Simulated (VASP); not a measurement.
Bi2Se3:

```
CELL_PARAMETERS angstrom
2.07150 1.19598 9.54533
-2.07150 1.19598 9.54533
0.00000 -2.39196 9.54533
ATOMIC_POSITIONS crystal
Bi 0.59920 0.59920 0.59920
Bi 0.40080 0.40080 0.40080
Se 0.78830 0.78830 0.78830
Se 0.21170 0.21170 0.21170
Se 0.00000 0.00000 0.00000
```

Base run:

```yaml
Program: VASP 6.6.1
Functional: PBE
Dispersion: D3(BJ)
Potentials_or_basis: VASP PAW PBE potentials, release 64 (Bi_d, Se)
Cutoff: 520 eV
k_mesh: 8 × 8 × 8
Occupations: fermi-dirac, width 0.05 eV
Spin: no spin polarisation
```

Its results: band gap on the k mesh 0.21 eV; pressure 0.2 GPa; largest force 0.176 eV/Å.

Task: The run is repeated on the same cell with these changes: dispersion from D3(BJ) to none; k mesh from 8 × 8 × 8 to 6 × 6 × 6. What comes out?

Result: Band gap on the k mesh 0.22 eV; pressure 2.5 GPa; largest force 0.192 eV/Å.

Several settings changed at once.

Caveats: spin-orbit coupling is left out, which moves the levels of the heavy elements; three body term missing (at least some runs).

A k mesh can miss the band edges.
